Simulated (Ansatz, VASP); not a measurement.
One calculation of Al, two programs

File INCAR:

```
  ALGO = Normal
  EDIFF = 1E-6
  ENCUT = 520
  GGA = PE
  ISIF = 2
  ISMEAR = 0
  IVDW = 12
  LASPH = True
  LCHARG = True
  LELF = True
  LREAL = False
  LVHAR = True
  LWAVE = False
  NBANDS = 14
  NELM = 100
  PREC = Accurate
  SIGMA = 0.15
```

The input KPOINTS:

```
k-points
0
Gamma
  18 18 6
```

Contents of POSCAR:

```
Al
1.0
    2.7569702788      0.0000000000      0.0000000000
   -1.3784851394      2.3876062989      0.0000000000
    0.0000000000      0.0000000000      9.0524056883
Al
4
Direct
    0.0000000000      0.0000000000      0.0000000000
    0.3333333333      0.6666666667      0.2500000000
    0.0000000000      0.0000000000      0.5000000000
    0.6666666667      0.3333333333      0.7500000000
```

Input for Ansatz:

```yaml
crystal:
  lattice:
    - [2.7569702788, 0.0, 0.0]
    - [-1.3784851394, 2.3876062989, 0.0]
    - [0.0, 0.0, 9.0524056883]
  atoms:
    - { symbol: Al, position: [0.0, 0.0, 0.0] }
    - { symbol: Al, position: [0.3333333333, 0.6666666667, 0.25] }
    - { symbol: Al, position: [0.0, 0.0, 0.5] }
    - { symbol: Al, position: [0.6666666667, 0.3333333333, 0.75] }
basis:
  ecutwfc: 420
kpoints:
  mp_grid: { grid: [18, 18, 6] }
hamiltonian:
  xc: pbe
  pseudopotentials: { kind: paw, azcp: { folder: soft_1 } }
  dispersion: d3bj
scf:
  occupations: { method: gaussian, width: 0.15 }
output:
  forces: true
  stress: true
  eigenvalues: true
```

Alike in both runs: task single point; functional PBE; dispersion D3(BJ); k mesh 18 × 18 × 6; occupations gaussian, width 0.15 eV; no spin polarisation.

```csv
,VASP,Ansatz
version,VASP 6.6.1,Ansatz 0.2.0
potentials or method,"VASP PAW PBE potentials, release 64 (Al), cutoff 520 eV","scalar-relativistic, plane waves, PAW"
valence electrons in the cell,12,12
```

|  | VASP | Ansatz | Ansatz less VASP |
| --- | --- | --- | --- |
| gap on the k mesh at the Fermi level (eV) | none | none | - |
| pressure (GPa) | 6.1 | 6.1 | 0.00 |
| traceless stress, the component that is largest in VASP (GPa) | -0.09 | -0.09 | -0.001 |

A gap of «none» marks a metal or a gap that the smearing closes.
